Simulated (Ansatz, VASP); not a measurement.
# One calculation of SnTe, two programs

INCAR

```
ALGO     = Normal         # electronic algorithm
EDIFF    = 1E-7           # SCF threshold, eV
ENCUT    = 520            # plane-wave cutoff, eV
GGA      = PE             # functional
ISIF     = 2              # what is computed and relaxed
ISMEAR   = 0              # smearing method
LASPH    = True           # aspherical terms in the spheres
LCHARG   = True           # write CHGCAR
LELF     = True           # ELF
LREAL    = False          # projectors in reciprocal space
LVHAR    = True         
LWAVE    = False          # write WAVECAR
NBANDS   = 28             # bands
NELM     = 60             # most SCF steps
PREC     = Accurate       # precision mode
SIGMA    = 0.01           # smearing width, eV
```

KPOINTS

```
k-points
0
Gamma
  6 6 4
```

The input POSCAR:

```
SnTe
1.0
    5.4194977495      0.0000000000      0.0000000000
   -2.7097488747      4.6934227268      0.0000000000
    0.0000000000      0.0000000000      6.4723229049
Sn Te
2 2
Direct
    0.3333333333      0.6666666667      0.2500000000
    0.6666666667      0.3333333333      0.7500000000
    0.6666666667      0.3333333333      0.2500000000
    0.3333333333      0.6666666667      0.7500000000
```

Input for Ansatz:

```yaml
crystal:
  lattice:
    - [5.4194977495, 0.0, 0.0]
    - [-2.7097488747, 4.6934227268, 0.0]
    - [0.0, 0.0, 6.4723229049]
  atoms:
    - { symbol: Sn, position: [0.3333333333, 0.6666666667, 0.25] }
    - { symbol: Sn, position: [0.6666666667, 0.3333333333, 0.75] }
    - { symbol: Te, position: [0.6666666667, 0.3333333333, 0.25] }
    - { symbol: Te, position: [0.3333333333, 0.6666666667, 0.75] }
kpoints:
  mp_grid: { grid: [6, 6, 4] }
hamiltonian:
  xc: pbe
scf:
  occupations: { method: fixed }
  n_extra_bands: 5
output:
  forces: true
  stress: true
  eigenvalues: true
```

Alike in both runs: task single point; functional PBE; k mesh 6 × 6 × 4; no spin polarisation.

|  | VASP | Ansatz |
| --- | --- | --- |
| version | VASP 6.6.1 | Ansatz 0.2.0 |
| potentials or method | VASP PAW PBE potentials, release 64 (Sn_d, Te) | plane waves, PAW |
| plane-wave cutoff (eV) | 520 | 420 |
| occupations | gaussian, width 0.01 eV | fixed |
| valence electrons in the cell | 40 | 60 |

|  | VASP | Ansatz | Ansatz less VASP |
| --- | --- | --- | --- |
| gap on the k mesh at the Fermi level (eV) | 0.48 | 0.48 | +0.002 |
| pressure (GPa) | 0.0 | 0.0 | +0.02 |

VASP's potentials hold 40 valence electrons a cell and Ansatz's 60, so a difference there can come from the potentials and not from the codes.

Spin-orbit coupling is off throughout.
